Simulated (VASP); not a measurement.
# WSe2 in VASP: relaxation of cell and atoms with PBE+D3(BJ)

Aim: the relaxation of cell and atoms of WSe2 with PBE+D3(BJ).

All numbers are computed with VASP 6.6.1; they aren't measurements. Logs are shortened: lines on timing, memory, paths and dates and some standing lists are left out, and cuts for length are marked.

## Step 1: The cell of the first run

The typed cell holds 6 atoms: a = 3.279 Å, b = 3.279 Å, c = 12.791 Å, α = 90.00°, β = 90.00°, γ = 120.00°.

## Step 2: Relaxation of cell and atoms, PBE+D3(BJ)

INCAR

```
  PREC = Accurate
  ENCUT = 600
  EDIFF = 1E-6
  ISMEAR = 0
  SIGMA = 0.02
  LREAL = F
  LASPH = T
  NELM = 80
  ALGO = Normal
  ISIF = 3
  LWAVE = F
  LCHARG = F
  GGA = PE
  IVDW = 12
  IBRION = 2
  NSW = 100
  EDIFFG = -0.005
```

KPOINTS

```
regular mesh
0
Gamma
  9 9 2
```

POSCAR

```
WSe2
1.0
    3.2791271788      0.0000000000      0.0000000000
   -1.6395635894      2.8398074391      0.0000000000
    0.0000000000      0.0000000000     12.7913499748
W Se
2 4
Direct
    0.6666666667      0.3333333333      0.2499832160
    0.3333333333      0.6666666667      0.7500167840
    0.3333333333      0.6666666667      0.3816499508
    0.6666666667      0.3333333333      0.8816831786
    0.3333333333      0.6666666667      0.1183168214
    0.6666666667      0.3333333333      0.6183500492
```

Potentials or basis: VASP PAW PBE potentials, release 64 (W_sv, Se).

The run is started by

```sh
cat potpaw_PBE.64/W_sv/POTCAR potpaw_PBE.64/Se/POTCAR > POTCAR
mpirun -np 1 vasp_std > vasp.out
```

OUTCAR:

```text
PREC = Accurate
   ENCUT = 600
   EDIFF = 1E-6
   ISMEAR = 0
   LREAL = F
   LASPH = T
   NELM = 80
   ISIF = 3
   GGA = PE
   IVDW = 12
   IBRION = 2
   NSW = 100
   EDIFFG = -0.005
 IVDW          = 12

 ion  position               nearest neighbor table
   1  0.667  0.333  0.250-   5 2.53   5 2.53   5 2.53   3 2.53   3 2.53   3 2.53
   2  0.333  0.667  0.750-   4 2.53   4 2.53   4 2.53   6 2.53   6 2.53   6 2.53
   3  0.333  0.667  0.382-   1 2.53   1 2.53   1 2.53
   4  0.667  0.333  0.882-   2 2.53   2 2.53   2 2.53
   5  0.333  0.667  0.118-   1 2.53   1 2.53   1 2.53
   6  0.667  0.333  0.618-   2 2.53   2 2.53   2 2.53

  LATTYP: Found a hexagonal cell.
 ALAT       =     3.2791271788
 C/A-ratio  =     3.9008398508

  Lattice vectors:

 A1 = (   3.2791271788,   0.0000000000,   0.0000000000)
 A2 = (  -1.6395635894,   2.8398074391,   0.0000000000)
 A3 = (   0.0000000000,   0.0000000000,  12.7913499748)

Analysis of symmetry for initial positions (statically):
=====================================================================
 Subroutine PRICEL returns:
 Original cell was already a primitive cell.

 Routine SETGRP: Setting up the symmetry group for a
 hexagonal supercell.

 Subroutine GETGRP returns: Found 12 space group operations
 (whereof 12 operations were pure point group operations)
 out of a pool of 24 trial point group operations.

The static configuration has the point symmetry D_3d.

Analysis of symmetry for dynamics (positions and initial velocities):
=====================================================================
 Subroutine PRICEL returns:
 Original cell was already a primitive cell.

 Routine SETGRP: Setting up the symmetry group for a
 hexagonal supercell.

 Subroutine GETGRP returns: Found 12 space group operations
 (whereof 12 operations were pure point group operations)
 out of a pool of 24 trial point group operations.

The dynamic configuration has the point symmetry D_3d.

 Subroutine INISYM returns: Found 12 space group operations
 (whereof 12 operations are pure point group operations),
 and found     1 'primitive' translations

----------------------------------------------------------------------------------------

                                     Primitive cell

  volume of cell :     119.1142

  direct lattice vectors                    reciprocal lattice vectors
     3.279127179  0.000000000  0.000000000     0.304959200  0.176068276  0.000000000
    -1.639563589  2.839807439  0.000000000     0.000000000  0.352136552  0.000000000
     0.000000000  0.000000000 12.791349975     0.000000000  0.000000000  0.078177831

  length of vectors
     3.279127179  3.279127179 12.791349975     0.352136552  0.352136552  0.078177831

  position of ions in fractional coordinates (direct lattice)
     0.666666667  0.333333333  0.249983216
     0.333333333  0.666666667  0.750016784
     0.333333333  0.666666667  0.381649951
     0.666666667  0.333333333  0.881683179
     0.333333333  0.666666667  0.118316821
     0.666666667  0.333333333  0.618350049

  ion indices of the primitive-cell ions
   primitive index   ion index
                 1           1
                 2           2
                 3           3
                 4           4
                 5           5
                 6           6

----------------------------------------------------------------------------------------

 KPOINTS: regular mesh

Automatic generation of k-mesh.
 Grid dimensions read from file:
 generate k-points for:    9    9    2

 Generating k-lattice:

  Cartesian coordinates                     Fractional coordinates (reciprocal lattice)
     0.033884356  0.019563142  0.000000000     0.111111111 -0.000000000  0.000000000
     0.000000000  0.039126284  0.000000000     0.000000000  0.111111111  0.000000000
     0.000000000  0.000000000  0.039088916     0.000000000  0.000000000  0.500000000

  Length of vectors
     0.039126284  0.039126284  0.039088916

  Shift w.r.t. Gamma in fractional coordinates (k-lattice)
     0.000000000  0.000000000  0.000000000

 Subroutine IBZKPT returns following result:
 ===========================================

 Found     24 irreducible k-points:

 Following reciprocal coordinates:
            Coordinates               Weight
  0.000000  0.000000  0.000000      1.000000
  0.111111 -0.000000  0.000000      6.000000
  0.222222  0.000000  0.000000      6.000000
  0.333333 -0.000000  0.000000      6.000000
  0.444444  0.000000  0.000000      6.000000
  0.111111  0.111111  0.000000      6.000000
[... 16 lines left out ...]
  0.333333  0.222222  0.500000     12.000000
  0.333333  0.333333  0.500000      2.000000
   k-points           NKPTS =     24   k-points in BZ     NKDIM =     24   number of bands    NBANDS=     31
   number of dos      NEDOS =    301   number of ions     NIONS =      6
   total plane-waves  NPLWV =  84672
   dimension x,y,z NGX =    28 NGY =   28 NGZ =  108
   dimension x,y,z NGXF=    56 NGYF=   56 NGZF=  216
   ions per type =               2   4
   NGX,Y,Z   is equivalent  to a cutoff of  14.20, 14.20, 14.04 a.u.
   NGXF,Y,Z  is equivalent  to a cutoff of  28.39, 28.39, 28.07 a.u.
 SYSTEM =  unknown system
   PREC   = accura    normal or accurate (medium, high low for compatibility)
   ISTART =      0    job   : 0-new  1-cont  2-samecut
   ICHARG =      2    charge: 1-file 2-atom 10-const
   ISPIN  =      1    spin polarized calculation?
   LNONCOLLINEAR =      F non collinear calculations
   LSORBIT =      F    spin-orbit coupling
   LASPH  =      T    aspherical Exc in radial PAW
   ENCUT  =  600.0 eV  44.10 Ry    6.64 a.u.   6.55  6.55 25.55*2*pi/ulx,y,z
   NELM   =     80;   NELMIN=  2; NELMDL= -5     # of ELM steps
   EDIFF  = 0.1E-05   stopping-criterion for ELM
   LREAL  =      F    real-space projection
   EDIFFG = -.5E-02   stopping-criterion for IOM
   NSW    =    100    number of steps for IOM
   IBRION =      2    ionic relax: 0-MD 1-quasi-New 2-CG
   NFREE  =      1    steps in history (QN), initial steepest desc. (CG)
   ISIF   =      3    stress and relaxation
   ISYM   =      2    0-nonsym 1-usesym 2-fastsym
   POTIM  = 0.5000    time-step for ionic-motion
   TEBEG  =    0.0;   TEEND  =   0.0 temperature during run
   PSTRESS=    0.0 pullay stress
   NELECT =      52.0000    total number of electrons
   NUPDOWN=      -1.0000    fix difference up-down
   EMIN   =  10.00;   EMAX   =-10.00  energy-range for DOS
   EFERMI =   0.00;   METHOD = LEGACY
   ISMEAR =     0;   SIGMA  =   0.02  broadening in eV -4-tet -1-fermi 0-gaus
   EFERMI_NEDOS =   21; number of points for ismear=-14 and -15
   IALGO  =     38    algorithm
   IMIX   =      4    mixing-type and parameters
     AMIX     =   0.40;   BMIX     =  1.00
     AMIX_MAG =   1.60;   BMIX_MAG =  1.00
  volume/ion in A,a.u.               =      19.85       133.97
  Fermi-wavevector in a.u.,A,eV,Ry     =   1.241904  2.346859 20.984620  1.542326
  Thomas-Fermi vector in A             =   2.376282
   LORBIT       =      0    0 simple, 1 ext, 2 COOP (PROOUT), +10 PAW based schemes
   GGA     = PE    functional components
   LHFCALC =     F    Hartree Fock is set to
   AEXX    =    0.0000 exact exchange contribution
   IVDW    =    12    specifies the selected vdW correction
   LEPSILON=     F    determine dielectric tensor
   LRPA    =     F    only Hartree local field effects (RPA)
 conjugate gradient relaxation of ions
 non-spin polarized calculation
 Gauss-broadening in eV      SIGMA  =   0.02
  energy-cutoff  :      600.00
  volume of cell :      119.11
 maximum number of plane-waves:      4047
 NGX is ok and might be reduce to    28
   NGX = 13   NGY = 13   NGZ = 51

--------------------------------------- Ionic step        1  -------------------------------------------

 number of electron      52.0000002 magnetization

 Free energy of the ion-electron system (eV)
  ---------------------------------------------------
  ext. energy  EPLUGINS =         0.00000000
  ---------------------------------------------------
  free energy    TOTEN  =       -43.07911357 eV

  energy without entropy =      -43.07911357  energy(sigma->0) =      -43.07911357

------------------------ aborting loop because EDIFF is reached ----------------------------------------

 Edisp (eV)   -2.85200

 E8    (eV) :    -1.2721

  FORCE on cell =-STRESS in cart. coord.  units (eV):
  Direction    XX          YY          ZZ          XY          YZ          ZX
  --------------------------------------------------------------------------------------
  -------------------------------------------------------------------------------------
  Total       0.21711     0.21711     0.31393     0.00000     0.00000     0.00000
  in kB       2.92034     2.92034     4.22259     0.00000     0.00000     0.00000
  external pressure =        3.35 kB  Pullay stress =        0.00 kB

 VOLUME and BASIS-vectors are now :
 -----------------------------------------------------------------------------
  energy-cutoff  :      600.00
  volume of cell :      119.11
      direct lattice vectors                 reciprocal lattice vectors
     3.279127179  0.000000000  0.000000000     0.304959200  0.176068276  0.000000000
    -1.639563589  2.839807439  0.000000000     0.000000000  0.352136552  0.000000000
     0.000000000  0.000000000 12.791349975     0.000000000  0.000000000  0.078177831

 POSITION                                       TOTAL-FORCE (eV/Angst)
 -----------------------------------------------------------------------------------
      1.63956      0.94660      3.19762        -0.000000      0.000000      0.000171
     -0.00000      1.89320      9.59373         0.000000     -0.000000     -0.000171
     -0.00000      1.89320      4.88182         0.000000      0.000000      0.050174
      1.63956      0.94660     11.27792        -0.000000     -0.000000      0.049720
     -0.00000      1.89320      1.51343         0.000000      0.000000     -0.049720
      1.63956      0.94660      7.90953        -0.000000     -0.000000     -0.050174
 -----------------------------------------------------------------------------------
    total drift:                                0.000000     -0.000000     -0.000000
[... 34 lines left out ...]
 POSITION                                       TOTAL-FORCE (eV/Angst)
 -----------------------------------------------------------------------------------
      1.64243      0.94825      3.20570        -0.000000      0.000000      0.000234
     -0.00000      1.89651      9.61793         0.000000      0.000000     -0.000234
     -0.00000      1.89651      4.89657         0.000000      0.000000     -0.099389
      1.64243      0.94825     11.30879         0.000000      0.000000     -0.099653
     -0.00000      1.89651      1.51485        -0.000000     -0.000000      0.099653
      1.64243      0.94825      7.92707        -0.000000     -0.000000      0.099389
 -----------------------------------------------------------------------------------
    total drift:                                0.000000     -0.000000     -0.000000

  FREE ENERGIE OF THE ION-ELECTRON SYSTEM (eV)
  ---------------------------------------------------
  free  energy   TOTEN  =       -45.9298810249 eV

  energy  without entropy=      -45.9298810249  energy(sigma->0) =      -45.92988102

--------------------------------------- Ionic step        3  -------------------------------------------

 number of electron      52.0000002 magnetization

 Free energy of the ion-electron system (eV)
  ---------------------------------------------------
  ext. energy  EPLUGINS =         0.00000000
  ---------------------------------------------------
  free energy    TOTEN  =       -43.08487144 eV

  energy without entropy =      -43.08487144  energy(sigma->0) =      -43.08487144

 E-fermi :   6.7210     XC(G=0): -10.8871

 val. band max:        6.4943556293   @ k =   0.0000   0.0000   0.0000
 cond. band min:       7.4893898472   @ k =   0.2222   0.1111   0.0000
 fundamental gap:      0.9950342178
 Fermi energy:         6.7209841249

 k-point     1 :       0.0000    0.0000    0.0000
  band No.  band energies     occupation
      1     -67.8476      2.00000
      2     -67.8476      2.00000
      3     -32.0961      2.00000
      4     -32.0961      2.00000
      5     -31.9599      2.00000
      6     -31.9599      2.00000
[... 23 lines left out ...]
     30       9.1774      0.00000
     31       9.1867      0.00000
[... 797 lines left out ...]
 VOLUME and BASIS-vectors are now :
 -----------------------------------------------------------------------------
  energy-cutoff  :      600.00
  volume of cell :      119.33
      direct lattice vectors                 reciprocal lattice vectors
     3.280888860 -0.000000000  0.000000000     0.304795451  0.175973736  0.000000000
    -1.640444430  2.841333100  0.000000000     0.000000000  0.351947471  0.000000000
    -0.000000000  0.000000000 12.801286415     0.000000000  0.000000000  0.078117149

 POSITION                                       TOTAL-FORCE (eV/Angst)
 -----------------------------------------------------------------------------------
      1.64044      0.94711      3.20011         0.000000     -0.000000      0.000204
     -0.00000      1.89422      9.60118        -0.000000      0.000000     -0.000204
     -0.00000      1.89422      4.88636        -0.000000     -0.000000      0.003154
      1.64044      0.94711     11.28742         0.000000      0.000000      0.002821
     -0.00000      1.89422      1.51386        -0.000000     -0.000000     -0.002821
      1.64044      0.94711      7.91493         0.000000      0.000000     -0.003154
 -----------------------------------------------------------------------------------
    total drift:                               -0.000000      0.000000     -0.000000

  FREE ENERGIE OF THE ION-ELECTRON SYSTEM (eV)
  ---------------------------------------------------
  free  energy   TOTEN  =       -45.9314268851 eV

  energy  without entropy=      -45.9314268851  energy(sigma->0) =      -45.93142689

 reached required accuracy - stopping structural energy minimisation
```

Wall time 8.3 min (1 thread of Intel Xeon 8259CL, shared host); peak memory 0.35 GiB.

Results:

| Quantity | Value |
| --- | --- |
| Free energy | -45.9314 eV |
| Relaxed volume | 19.89 Å³/atom |
| Relaxed cell | a = 3.281 Å, b = 3.281 Å, c = 12.801 Å, α = 90.00°, β = 90.00°, γ = 120.00° |
| Space group after relaxing (to 0.1 Å) | P6_3/mmc (No. 194) |
| Energy gained by relaxing | 0.1 meV/atom |
| Ionic steps | 3 |
| Pressure after relaxing | 0.0 GPa |
| Largest force after relaxing | 0.003 eV/Å |
| Band gap on the k mesh | 0.99 eV (least direct gap 1.56 eV) |
| Dispersion energy per atom | -0.474 eV |

Forces in eV/Å, atoms in the order of the input:
```
W    0.000  0.000  0.000
W    0.000  0.000  0.000
Se   0.000  0.000  0.003
Se   0.000  0.000  0.003
Se   0.000  0.000 -0.003
Se   0.000  0.000 -0.003
```

The path:
| step | energy change (eV) | largest force (eV/Å) | pressure (GPa) | volume (Å³) |
| --- | --- | --- | --- | --- |
| 1 | 0.0000 | 0.0502 | 0.34 | 119.11 |
| 2 | 0.0012 | 0.0997 | -0.74 | 119.83 |
| 3 | -0.0003 | 0.0032 | 0.01 | 119.33 |

Final structure:
```
CELL_PARAMETERS angstrom
3.28089 0.00000 0.00000
-1.64044 2.84133 0.00000
0.00000 0.00000 12.80129
ATOMIC_POSITIONS crystal
W 0.66667 0.33333 0.24998
W 0.33333 0.66667 0.75002
Se 0.33333 0.66667 0.38171
Se 0.66667 0.33333 0.88174
Se 0.33333 0.66667 0.11826
Se 0.66667 0.33333 0.61829
```

Levels at points of the mesh, in eV from the valence-band top:
```tsv
k point	band 24	band 25	band 26	band 27	band 28	band 29
(0.00, 0.00, 0.00)	-1.19	-0.96	0.00	2.63	2.63	2.68
(0.00, 0.00, 0.50)	-1.48	-0.20	-0.20	2.63	2.63	2.63
```

Caveat: spin-orbit coupling is left out, which moves the levels of the heavy elements; an odd mesh through Γ misses points on the zone boundary, where band edges can lie.
